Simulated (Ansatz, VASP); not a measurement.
**One calculation of ZnSe, two programs**

File INCAR:

```
PREC = Accurate
ENCUT = 520
EDIFF = 1E-6
ISMEAR = 0
SIGMA = 0.05
LREAL = F
LASPH = T
NELM = 60
ALGO = Normal
ISIF = 2
LWAVE = F
LCHARG = F
NBANDS = 16
```

KPOINTS

```
Automatic mesh
0
Gamma
  10 10 10
```

The input POSCAR:

```
ZnSe
1.0
    0.0000000000      2.9737239425      2.7987990047
    2.7987990047      0.0000000000      2.7987990047
    2.7987990047      2.9737239425      0.0000000000
Zn Se
1 1
Direct
    0.0000000000      0.0000000000      0.0000000000
    0.7500000000      0.7500000000      0.7500000000
```

Input for Ansatz:

```yaml
crystal:
  lattice:
    - [0.0, 2.9737239425, 2.7987990047]
    - [2.7987990047, 0.0, 2.7987990047]
    - [2.7987990047, 2.9737239425, 0.0]
  atoms:
    - { symbol: Zn, position: [0.0, 0.0, 0.0] }
    - { symbol: Se, position: [0.75, 0.75, 0.75] }
basis:
  ecutwfc: 520.0
kpoints:
  mp_grid: { grid: [10, 10, 10] }
hamiltonian:
  xc: lda
  pseudopotentials: { kind: paw, azcp: { folder: soft_1 } }
scf:
  occupations: { method: gaussian, width: 0.05 }
output:
  forces: true
  stress: true
  eigenvalues: true
```

Alike in both runs: task single point; functional LDA; k mesh 10 × 10 × 10; occupations gaussian, width 0.05 eV; no spin polarisation.

|  | VASP | Ansatz |
| --- | --- | --- |
| version | VASP 6.6.1 | Ansatz 0.2.0 |
| potentials or method | VASP PAW LDA potentials, release 64 (Zn, Se), cutoff 520 eV | scalar-relativistic, plane waves, PAW |
| valence electrons in the cell | 18 | 28 |

Ansatz gave:

* gap on the k mesh at the Fermi level (eV): 0.84
* least direct gap on the mesh (eV): 0.84
* pressure (GPa): -4.7
* traceless stress, the component that is largest in VASP (GPa): -1.78

Question: Which values does VASP return?

Answer: gap on the k mesh at the Fermi level (eV): 0.88; least direct gap on the mesh (eV): 0.88; pressure (GPa): -4.4; traceless stress, the component that is largest in VASP (GPa): -1.77.

Ansatz warns that its potentials were made for another functional, while VASP's fit it. LDA's correlation is that of Perdew and Zunger in VASP and of Perdew and Wang (1992) in Ansatz. VASP's potentials hold 18 valence electrons a cell and Ansatz's 28, so a difference there can come from the potentials and not from the codes.
